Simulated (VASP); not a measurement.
TiO2: single point with PBE

**Measured values to compare with.**

From “Shallow Valence Band of Rutile GeO2 and P-type Doping”, 2020, arxiv:2011.08928, for a bulk crystal of TiO2 at 1.6 K: band gap 3.03 eV (direct).

The system is TiO2.

```
CELL_PARAMETERS angstrom
4.58154 0.00000 0.00000
0.00000 4.58154 0.00000
0.00000 0.00000 3.04444
ATOMIC_POSITIONS crystal
Ti 0.00000 0.00000 0.00000
Ti 0.50000 0.50000 0.50000
O 0.30510 0.30510 0.00000
O 0.19490 0.80510 0.50000
O 0.69490 0.69490 0.00000
O 0.80510 0.19490 0.50000
```

* Program: VASP 6.6.1
* Task: single point
* Functional: PBE
* Potentials or basis: VASP PAW PBE potentials, release 64 (Ti_sv, O)
* Cutoff: 520 eV
* k mesh: 8 × 8 × 10
* Occupations: gaussian, width 0.05 eV
* Spin: no spin polarisation

```json
{
  "Pressure": "-0.8 GPa",
  "Largest force": "0.024 eV/Å",
  "Band gap on the k mesh": "1.77 eV"
}
```

Forces in eV/Å, atoms in the order of the input:
```
Ti   0.000  0.000  0.000
Ti   0.000  0.000  0.000
O   -0.017 -0.017  0.000
O    0.017 -0.017  0.000
O    0.017  0.017  0.000
O   -0.017  0.017  0.000
```

Stress tensor (GPa, compression positive):
```
 2.34  0.00  0.00
 0.00  2.34  0.00
 0.00  0.00 -7.18
```

Levels at points of the mesh, in eV from the valence-band top:
```
           k point  band 21  band 22  band 23  band 24  band 25  band 26  band 27  band 28
(0.00, 0.00, 0.00)    -0.82    -0.44    -0.44     0.00     1.77     2.10     2.18     2.27
(0.50, 0.00, 0.00)    -1.82    -1.82    -0.75    -0.75     2.42     2.42     2.82     2.82
(0.50, 0.50, 0.00)    -1.47    -1.47    -1.04    -1.04     1.83     1.83     2.30     2.30
(0.00, 0.00, 0.50)    -2.41    -2.41    -1.41    -1.41     2.76     2.76     2.84     2.84
(0.50, 0.00, 0.50)    -2.01    -2.01    -1.03    -1.03     1.80     1.80     2.80     2.80
(0.50, 0.50, 0.50)    -1.30    -1.30    -0.67    -0.67     2.46     2.46     2.81     2.81
```

Wall time 3.5 min on 1 thread of AMD EPYC 7R13 Processor (Zen 3) (shared host), peak memory 0.24 GiB.

A measured gap of TiO2 is 3.03 eV (direct; 1.6 K; quoted in “Shallow Valence Band of Rutile GeO2 and P-type Doping”, 2020, arxiv:2011.08928); the calculated 1.77 eV misses it by -1.26 eV. 2 values of this kind are on record in papers (3.03 to 3.05 eV); this one was drawn at random among those near their median. The value is that of PBE on a finite k mesh, which can miss the band edges, without temperature or zero-point motion. Semilocal functionals fall short of measured gaps as a rule.

Caveat: the stress differs along the axes, from -7 to 2 GPa.
